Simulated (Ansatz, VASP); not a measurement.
LiH in VASP and in Ansatz

```
Li H
1.0
     0.00000    2.14497    2.14497
     2.14497    0.00000    2.14497
     2.14497    2.14497    0.00000
Li H
1 1
Direct
  0.00000 0.00000 0.00000
  0.75000 0.75000 0.75000
```

Change from the starting cell: ordered vacancies on the anion sites of fluorite (F-43m, No. 216).

Alike in both runs: functional PBE; k mesh 6 × 6 × 6; occupations gaussian, width 0.1 eV; no spin polarisation.

Ansatz relaxed the structure, and its values are those at the end. VASP's run is a single point on that final structure, the one shown.

|  | VASP | Ansatz |
| --- | --- | --- |
| version | VASP 6.6.1 | Ansatz 0.2.0 |
| potentials or method | VASP PAW PBE potentials, release 64 (Li_sv, H), cutoff 520 eV | scalar-relativistic, plane waves, PAW |
| valence electrons in the cell | 4 | 4 |

Ansatz gave:

```
gap on the k mesh at the Fermi level (eV) : 4.29
least direct gap on the mesh (eV)         : 5.27
```

What did VASP give for the same quantities?

gap on the k mesh at the Fermi level (eV): 4.30; least direct gap on the mesh (eV): 5.27.

With one functional, cell and mesh, what is left measures potentials, basis and numerics.

The k mesh is coarse, so the values compare programs but aren't converged. Noted on VASP's run: the cutoff is under 1.25 times that of the potentials, so the pressure is a little rough.
